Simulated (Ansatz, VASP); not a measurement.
# AgCl in VASP and in Ansatz

Contents of INCAR:

```
PREC = Accurate
ENCUT = 520
EDIFF = 1E-6
ISMEAR = 0
SIGMA = 0.05
LREAL = False
LASPH = True
NELM = 60
ALGO = Normal
ISIF = 2
LWAVE = False
LCHARG = False
GGA = PS
NBANDS = 26
```

The input KPOINTS:

```
Automatic mesh
0
Gamma
  10 10 6
```

File POSCAR:

```
AgCl
1.0
    3.2535431896      0.0000000000      0.0000000000
    0.0000000000      3.3311591989      0.0000000000
    0.0000000000      0.0000000000      6.6623183978
Ag Cl
2 2
Direct
    0.0000000000      0.0000000000      0.0000000000
    0.0000000000      0.0000000000      0.5000000000
    0.3809123262      0.5000000000      0.2500000000
    0.6190876738      0.5000000000      0.7500000000
```

Input for Ansatz:

```yaml
crystal:
  lattice:
    - [3.2535431896, 0.0, 0.0]
    - [0.0, 3.3311591989, 0.0]
    - [0.0, 0.0, 6.6623183978]
  atoms:
    - { symbol: Ag, position: [0.0, 0.0, 0.0] }
    - { symbol: Ag, position: [0.0, 0.0, 0.5] }
    - { symbol: Cl, position: [0.3809123262, 0.5, 0.25] }
    - { symbol: Cl, position: [0.6190876738, 0.5, 0.75] }
basis:
  ecutwfc: 420
kpoints:
  mp_grid: { grid: [10, 10, 6] }
hamiltonian:
  xc: pbesol
scf:
  occupations: { method: gaussian, width: 0.05 }
output:
  forces: true
  stress: true
  eigenvalues: true
```

Change from the starting cell: mode 1 frozen in at -0.397 Å, normal strain along x -0.0233.

Alike in both runs: task single point; functional PBEsol; k mesh 10 × 10 × 6; occupations gaussian, width 0.05 eV; no spin polarisation.

|  | VASP | Ansatz |
| --- | --- | --- |
| version | VASP 6.6.1 | Ansatz 0.2.0 |
| potentials or method | VASP PAW PBE potentials, release 64 (Ag, Cl), cutoff 520 eV | scalar-relativistic, plane waves, PAW |
| valence electrons in the cell | 36 | 52 |

Ansatz gave:

- gap on the k mesh at the Fermi level (eV): 0.64
- least direct gap on the mesh (eV): 0.67
- pressure (GPa): 4.0
- traceless stress, the component that is largest in VASP (GPa): -1.32
- rms of the force components (eV/Å): 0.002

What did VASP give for the same quantities?

gap on the k mesh at the Fermi level (eV): 0.64; least direct gap on the mesh (eV): 0.68; pressure (GPa): 3.8; traceless stress, the component that is largest in VASP (GPa): -1.33; rms of the force components (eV/Å): 0.004.

VASP's potentials were made for PBE, not for PBEsol. Atom by atom the forces differ by 0.002 eV/Å (rms over components). VASP's potentials hold 36 valence electrons a cell and Ansatz's 52, so a difference there can come from the potentials and not from the codes.
